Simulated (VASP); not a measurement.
Wanted: the native input for a VASP 6.6.1 run.

```
Task                   : single point
Functional             : r2SCAN
Potentials or basis    : VASP PAW PBE potentials, release 64 (Mn_pv)
Cutoff                 : 520 eV
k mesh                 : 16 × 16 × 16
Occupations            : fermi-dirac, width 0.1 eV
Spin                   : no spin polarisation
Dipole correction      : no
Further INCAR settings : ALGO = Normal; EDIFF = 1e-06; NBANDS = 12
```

Crystal: Mn.

```xyz
1
Lattice="2.2893 0.0000 0.0000 0.0000 2.2893 0.0000 0.0000 0.0000 2.2893" Properties=species:S:1:pos:R:3 pbc="T T T"
Mn    0.0000    0.0000    0.0000
```

This cell differs from its parent crystal: volume scaled by 1.04.

These files were run (other wordings do the same):

POSCAR

```
Mn
1.0
    2.2893271661      0.0000000000      0.0000000000
    0.0000000000      2.2893271661      0.0000000000
    0.0000000000      0.0000000000      2.2893271661
Mn
1
Direct
    0.0000000000      0.0000000000      0.0000000000
```

INCAR.step1

```
PREC = Accurate ; ENCUT = 520
ISMEAR = -1 ; SIGMA = 0.1
LREAL = False ; LASPH = True
NELM = 60 ; NBANDS = 12
GGA = PE ; ALGO = Normal
EDIFF = 1E-4 ; LWAVE = True
LCHARG = False
```

INCAR.step2

```
PREC = Accurate ; ENCUT = 520
EDIFF = 1E-6 ; ISMEAR = -1
SIGMA = 0.1 ; LREAL = False
LASPH = True ; NELM = 60
ALGO = Normal ; ISIF = 2
LWAVE = False ; LCHARG = False
METAGGA = R2SCAN ; LMIXTAU = True
NBANDS = 12 ; ISTART = 1
```

KPOINTS

```
regular mesh
0
Gamma
  16 16 16
```

Potentials or basis: VASP PAW PBE potentials, release 64 (Mn_pv).

Launch:

```sh
$ cat potpaw_PBE.64/Mn_pv/POTCAR > POTCAR
$ cp INCAR.step1 INCAR
$ mpirun -np 1 vasp_std > vasp.out
$ cp INCAR.step2 INCAR
$ mpirun -np 1 vasp_std > vasp.out
```

It gave:

The pressure is -7.8 GPa.

Caveat: the PAW data sets were made with another functional, which shifts forces and pressure a little; the run has no spin polarisation, though such a crystal can be magnetic.

Run time: 52 s on 1 thread of Intel(R) Xeon(R) Platinum 8259CL CPU @ 2.50GHz (Skylake/Cascade Lake) (shared host), peak memory 0.13 GiB.
